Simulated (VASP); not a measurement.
# HfRu5: relaxation of cell and atoms with PBE

HfRu5:

```
Hf Ru
1.0
     0.00000    3.66936    3.66936
     3.66936    0.00000    3.66936
     3.66936    3.66936    0.00000
Hf Ru
1 5
Cartesian
  0.0000 0.0000 0.0000
  4.5446 4.5446 4.5446
  2.7941 2.7941 4.5446
  2.7941 4.5446 2.7941
  4.5446 2.7941 2.7941
  1.8347 1.8347 1.8347
```

The cell was generated, and may not be a known phase.

```json
{"Program": "VASP 6.6.1", "Task": "relaxation of cell and atoms", "Functional": "PBE", "Potentials or basis": "VASP PAW PBE potentials, release 64 (Hf_pv, Ru_pv)", "Cutoff": "600 eV", "k mesh": "4 × 4 × 4", "Occupations": "gaussian, width 0.1 eV", "Spin": "no spin polarisation", "Dipole correction": "no", "Further INCAR settings": "ALGO = Fast; EDIFF = 1e-06; IBRION = 2; EDIFFG = -0.04; NSW = 90; ISIF = 3"}
```

The relaxed volume is 15.48 Å³/atom. The relaxed cell is a = 5.083 Å, b = 5.083 Å, c = 5.083 Å, α = 60.00°, β = 60.00°, γ = 60.00° and the space group after relaxing (to 0.1 Å) is F-43m (No. 216). The energy gained by relaxing is 94.4 meV/atom and the ionic steps are 9. The pressure after relaxing is 0.0 GPa, the largest force after relaxing is 0.008 eV/Å and the band gap on the k mesh is zero (bands 40 and 41 overlap by 0.28 eV).

Forces on the atoms (eV/Å):
```
Hf   0.000  0.000  0.000
Ru   0.005  0.005  0.005
Ru  -0.005 -0.005  0.005
Ru  -0.005  0.005 -0.005
Ru   0.005 -0.005 -0.005
Ru   0.000  0.000  0.000
```

Step by step:
```
step  energy change (eV)  largest force (eV/Å)  pressure (GPa)  volume (Å³)
   1              0.0000                2.2580          -10.87        98.81
   2              0.4540                2.3995           33.46        83.68
   3             -0.5091                1.0027            3.70        91.63
   4             -0.5098                0.9454            4.23        91.44
   5             -0.4620                1.2877           -3.11        94.37
   6             -0.5660                0.0656            0.62        92.63
   7             -0.5660                0.0474            0.71        92.60
   8             -0.5651                0.0946           -0.95        93.24
   9             -0.5667                0.0078            0.02        92.85
```

Final structure:
```xyz
6
Lattice="0.0000 3.5941 3.5941 3.5941 0.0000 3.5941 3.5941 3.5941 0.0000" Properties=species:S:1:pos:R:3 pbc="T T T"
Hf    0.0000    0.0000    0.0000
Ru    4.4908    4.4908    4.4908
Ru    2.6974    2.6974    4.4908
Ru    2.6974    4.4908    2.6974
Ru    4.4908    2.6974    2.6974
Ru    1.7971    1.7971    1.7971
```

Levels at points of the mesh, in eV from the Fermi level:
| k point | band 38 | band 39 | band 40 | band 41 | band 42 | band 43 |
| --- | --- | --- | --- | --- | --- | --- |
| (0.00, 0.00, 0.00) | -0.43 | -0.21 | -0.21 | -0.21 | 1.39 | 1.39 |
| (0.50, 0.00, 0.00) | -0.52 | -0.35 | -0.32 | -0.13 | -0.13 | 0.13 |
| (0.50, 0.50, 0.00) | -0.57 | -0.44 | -0.44 | -0.18 | 0.31 | 0.31 |

Wall time 22 min on 1 thread of Intel Xeon 8259CL, on a shared host, peak memory 0.25 GiB.

Caveat: the k points lie up to 0.38 Å⁻¹ apart in the final cell; spin-orbit coupling is left out, which moves the levels of the heavy elements.
